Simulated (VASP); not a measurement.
# C in VASP: single point with PBEsol+D3(BJ)

Aim: the single point of C with PBEsol+D3(BJ).

Program: VASP 6.6.1. These are calculated values, not measurements. Logs are shortened: lines on timing, memory, paths and dates and some standing lists are left out, and cuts for length are marked.

### 1 The cell of the first run

The cell holds a slab with vacuum, 2 atoms: a = 2.436 Å, b = 2.436 Å, c = 20.832 Å, α = 90.00°, β = 90.00°, γ = 120.00°.

### 2 Single point, PBEsol+D3(BJ)

INCAR

```
SYSTEM = C
PREC = Accurate
ENCUT = 520
EDIFF = 1E-6
ISMEAR = 0
SIGMA = 0.04
LREAL = .FALSE.
LASPH = .TRUE.
NELM = 120
ALGO = Normal
ISIF = 2
LWAVE = .FALSE.
LCHARG = .FALSE.
LDIPOL = .TRUE.
IDIPOL = 3
DIPOL = 0.5 0.5 0.620
GGA = PS
IVDW = 12
NBANDS = 11
GGA_COMPAT = .FALSE.
NELMDL = -8
```

KPOINTS

```
regular mesh
0
G
  15 15 1
  0 0 0
```

POSCAR

```
C
1.0
    2.4363621991      0.0000000000      0.0000000000
   -1.2181810995      2.1099515572      0.0000000000
    0.0000000000      0.0000000000     20.8318528111
C
2
Direct
    1.0000000000      0.0000000000      0.6197762886
    0.3333333333      0.6666666667      0.6210672459
```

Potentials or basis: VASP PAW PBE potentials, release 64 (C).

Run with:

```bash
> cat potpaw_PBE.64/C/POTCAR > POTCAR
> mpirun -np 1 vasp_std > vasp.out
```

OUTCAR:

```text
SYSTEM = C
   PREC = Accurate
   ENCUT = 520
   EDIFF = 1E-6
   ISMEAR = 0
   LREAL = .FALSE.
   LASPH = .TRUE.
   NELM = 120
   ISIF = 2
   GGA = PS
   IVDW = 12
   NELMDL = -8
 IVDW          = 12

 ion  position               nearest neighbor table
   1  0.000  0.000  0.620-   2 1.41   2 1.41   2 1.41
   2  0.333  0.667  0.621-   1 1.41   1 1.41   1 1.41

  LATTYP: Found a hexagonal cell.
 ALAT       =     2.4363621991
 C/A-ratio  =     8.5503923919

  Lattice vectors:

 A1 = (   2.4363621991,   0.0000000000,   0.0000000000)
 A2 = (  -1.2181810995,   2.1099515572,   0.0000000000)
 A3 = (   0.0000000000,   0.0000000000,  20.8318528111)

Analysis of symmetry for initial positions (statically):
=====================================================================
 Subroutine PRICEL returns:
 Original cell was already a primitive cell.

 Routine SETGRP: Setting up the symmetry group for a
 hexagonal supercell.

 Subroutine GETGRP returns: Found 12 space group operations
 (whereof  6 operations were pure point group operations)
 out of a pool of 24 trial point group operations.

The static configuration has the point symmetry C_3v.
 The point group associated with its full space group is D_3d.

Analysis of symmetry for dynamics (positions and initial velocities):
=====================================================================
 Subroutine PRICEL returns:
 Original cell was already a primitive cell.

 Routine SETGRP: Setting up the symmetry group for a
 hexagonal supercell.

 Subroutine GETGRP returns: Found 12 space group operations
 (whereof  6 operations were pure point group operations)
 out of a pool of 24 trial point group operations.

The dynamic configuration has the point symmetry C_3v.
 The point group associated with its full space group is D_3d.

 Subroutine INISYM returns: Found 12 space group operations
 (whereof  6 operations are pure point group operations),
 and found     1 'primitive' translations

----------------------------------------------------------------------------------------

                                     Primitive cell

  volume of cell :     107.0884

  direct lattice vectors                    reciprocal lattice vectors
     2.436362199  0.000000000  0.000000000     0.410448003  0.236972265  0.000000000
    -1.218181099  2.109951557  0.000000000     0.000000000  0.473944530  0.000000000
[... 100 lines left out ...]
   ISMEAR =     0;   SIGMA  =   0.04  broadening in eV -4-tet -1-fermi 0-gaus
   EFERMI_NEDOS =   21; number of points for ismear=-14 and -15
   IALGO  =     38    algorithm
   IMIX   =      4    mixing-type and parameters
     AMIX     =   0.40;   BMIX     =  1.00
     AMIX_MAG =   1.60;   BMIX_MAG =  1.00
  volume/ion in A,a.u.               =      53.54       361.33
  Fermi-wavevector in a.u.,A,eV,Ry     =   0.689484  1.302936  6.468046  0.475388
  Thomas-Fermi vector in A             =   1.770582
   LORBIT       =      0    0 simple, 1 ext, 2 COOP (PROOUT), +10 PAW based schemes
   GGA     = PS    functional components
   LHFCALC =     F    Hartree Fock is set to
   AEXX    =    0.0000 exact exchange contribution
   IVDW    =    12    specifies the selected vdW correction
   LEPSILON=     F    determine dielectric tensor
   LRPA    =     F    only Hartree local field effects (RPA)
 non-spin polarized calculation
 Gauss-broadening in eV      SIGMA  =   0.04
  energy-cutoff  :      520.00
  volume of cell :      107.09
 maximum number of plane-waves:      2929
 NGX is ok and might be reduce to    18
   NGX =  9   NGY =  9   NGZ = 77

 dipolmoment           0.000000      0.000000      0.000004 electrons x Angstroem

 number of electron       7.9999999 magnetization

 dipolmoment           0.000000      0.000000     -0.000004 electrons x Angstroem

 Free energy of the ion-electron system (eV)
  ---------------------------------------------------
  ext. energy  EPLUGINS =         0.00000000
  ---------------------------------------------------
  free energy    TOTEN  =       -19.26034002 eV

  energy without entropy =      -19.25993882  energy(sigma->0) =      -19.26013942

 E-fermi :  -2.7626     XC(G=0):  -2.1116

 val. band max:       -2.7626464216   @ k =   0.3333   0.3333   0.0000
 cond. band min:      -2.7626455985   @ k =   0.3333   0.3333   0.0000
 fundamental gap:      0.0000008232
 Fermi energy:        -2.7626460100

 k-point     1 :       0.0000    0.0000    0.0000
  band No.  band energies     occupation
      1     -22.5353      2.00000
      2     -10.6556      2.00000
      3      -5.7441      2.00000
      4      -5.7441      2.00000
      5       0.5259      0.00000
      6       1.3239      0.00000
      7       1.5440      0.00000
      8       2.4610      0.00000
      9       2.7930      0.00000
     10       4.3679      0.00000
     11       4.9177      0.00000
[... 309 lines left out ...]
 k-point    24 :       0.4000    0.2000    0.0000
  band No.  band energies     occupation
      1     -16.4799      2.00000
      2     -15.6259      2.00000
      3     -11.7517      2.00000
      4      -4.3106      2.00000
      5      -1.4479      0.00000
      6       8.4427      0.00000
      7       8.6106      0.00000
      8       9.3783      0.00000
      9       9.5759      0.00000
     10      10.6422      0.00000
     11      10.9722      0.00000

 [... further k-points ...]

------------------------ aborting loop because EDIFF is reached ----------------------------------------

 vacuum level on the upper side and lower side of the slab       (xc-potential included)        -0.246        -0.247

 Edisp (eV)   -0.09835

 E8    (eV) :    -0.0506

  FORCE on cell =-STRESS in cart. coord.  units (eV):
  Direction    XX          YY          ZZ          XY          YZ          ZX
  --------------------------------------------------------------------------------------
  -------------------------------------------------------------------------------------
  Total       1.42331     1.42331    -0.02324     0.00000     0.00000     0.00000
  in kB      21.29457    21.29457    -0.34773     0.00000     0.00000     0.00000
  external pressure =       14.08 kB  Pullay stress =        0.00 kB

 VOLUME and BASIS-vectors are now :
 -----------------------------------------------------------------------------
  energy-cutoff  :      520.00
  volume of cell :      107.09
      direct lattice vectors                 reciprocal lattice vectors
     2.436362199  0.000000000  0.000000000     0.410448003  0.236972265  0.000000000
    -1.218181099  2.109951557  0.000000000     0.000000000  0.473944530  0.000000000
     0.000000000  0.000000000 20.831852811     0.000000000  0.000000000  0.048003411

 POSITION                                       TOTAL-FORCE (eV/Angst)
 -----------------------------------------------------------------------------------
      0.00000      0.00000     12.91109         0.000000     -0.000000      0.452038
     -0.00000      1.40663     12.93798        -0.000000      0.000000     -0.452038
 -----------------------------------------------------------------------------------
    total drift:                                0.000000     -0.000000     -0.000058

  FREE ENERGIE OF THE ION-ELECTRON SYSTEM (eV)
  ---------------------------------------------------
  free  energy   TOTEN  =       -19.3586870504 eV

  energy  without entropy=      -19.3582858489  energy(sigma->0) =      -19.35848645

 vacuum level on the upper side and lower side of the slab         1.324         1.323
```

stdout:

```text
POSCAR found type information on POSCAR C
 POSCAR found :  1 types and       2 ions
 scaLAPACK will be used
 -----------------------------------------------------------------------------
|                                                                             |
|                                                                             |
|     You enforced a specific xc type in the INCAR file but a different       |
|     I HOPE YOU KNOW WHAT YOU ARE DOING!                                     |
|                                                                             |
 -----------------------------------------------------------------------------

 LDA part: xc-table for (Slater+PW92), standard interpolation
 POSCAR, INCAR and KPOINTS ok, starting setup
 FFT: planning ... GRIDC
 FFT: planning ... GRID_SOFT
 FFT: planning ... GRID
 WAVECAR not read
 entering main loop
```

It took 2.3 min on 1 thread of Intel Xeon 8259CL, shared host; peak memory 0.22 GiB.

What came out:

| Quantity | Value |
| --- | --- |
| Free energy | -19.3587 eV |
| Largest force | 0.452 eV/Å |
| Band gap on the k mesh | zero (filled and empty bands touch) |
| Dispersion energy per atom | -0.049 eV |

Forces in eV/Å, atoms in the order of the input:
```
C    0.000  0.000  0.452
C    0.000  0.000 -0.452
```

Caveat: the PAW data sets were made with another functional, which shifts forces and pressure a little.
